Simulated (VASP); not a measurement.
The system is SrCl.

```
Sr Cl
1.0
     0.00000    2.74283    2.74283
     2.74283    0.00000    2.74283
     2.74283    2.74283    0.00000
Sr Cl
1 1
Direct
  0.50000 0.50000 0.50000
  0.00000 0.00000 0.00000
```

| Property | Result |
| --- | --- |
| Program | VASP 6.6.1 |
| Task | relaxation of cell and atoms |
| Functional | PBEsol |
| Potentials or basis | VASP PAW PBE potentials, release 64 (Sr_sv, Cl) |
| Cutoff | 600 eV |
| k mesh | 6 × 6 × 6 |
| Occupations | gaussian, width 0.1 eV |
| Spin | no spin polarisation |

At the start: pressure 14.1 GPa; volume 20.63 Å³/atom.

Question: Where does the relaxation end?

Answer: Over 3 steps the energy falls by 192.3 meV/atom and the volume is 25.91 Å³/atom (+25.6 %); space group Fm-3m (No. 225, to 0.1 Å) before and after.

The path:
| step | energy change (eV) | largest force (eV/Å) | pressure (GPa) | volume (Å³) |
| --- | --- | --- | --- | --- |
| 1 | 0.0000 | 0.0000 | 14.13 | 41.27 |
| 2 | -0.3821 | 0.0000 | -0.81 | 53.12 |
| 3 | -0.3847 | 0.0000 | 0.21 | 51.82 |

Final structure:
```
Sr Cl
1.0
     0.00000    2.95913    2.95913
     2.95913    0.00000    2.95913
     2.95913    2.95913    0.00000
Sr Cl
1 1
Direct
  0.50000 0.50000 0.50000
  0.00000 0.00000 0.00000
```

Caveat: the volume moved by over 15 % at a fixed basis, so the end points are rough; the PAW data sets were made with another functional, which shifts forces and pressure a little; an odd number of electrons without spin polarisation forces a metal; a magnetic or distorted state may lie lower.
